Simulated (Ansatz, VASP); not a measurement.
# Y: VASP beside Ansatz

```
Y
1.0
    -1.77533    1.77533    2.56949
     1.77533   -1.77533    2.56949
     1.77533    1.77533   -2.56949
Y
1
Cartesian
  0.0000 0.0000 0.0000
```

Alike in both runs: task relaxation of cell and atoms; functional PBE; k mesh 6 × 6 × 6; occupations gaussian, width 0.1 eV; no spin polarisation.

```csv
,VASP,Ansatz
version,VASP 6.6.1,Ansatz 0.2.0
potentials or method,"VASP PAW PBE potentials, release 64 (Y_sv), cutoff 600 eV","scalar-relativistic, plane waves, PAW"
valence electrons in the cell,11,11
```

VASP gave:

| Item | Value |
| --- | --- |
| gap on the k mesh at the Fermi level, each at its own relaxed structure (eV) | none |
| relaxed volume (Å³/atom) | 32.25 |
| relaxed cell length with the largest relative difference (Å) | 3.574 |

**Question.** Estimate Ansatz's values.

**Answer.** gap on the k mesh at the Fermi level, each at its own relaxed structure (eV): none; relaxed volume (Å³/atom): 32.39; relaxed cell length with the largest relative difference (Å): 3.592.

A gap of «none» marks a metal or a gap that the smearing closes.

The k mesh is coarse, so the values compare programs but aren't converged.
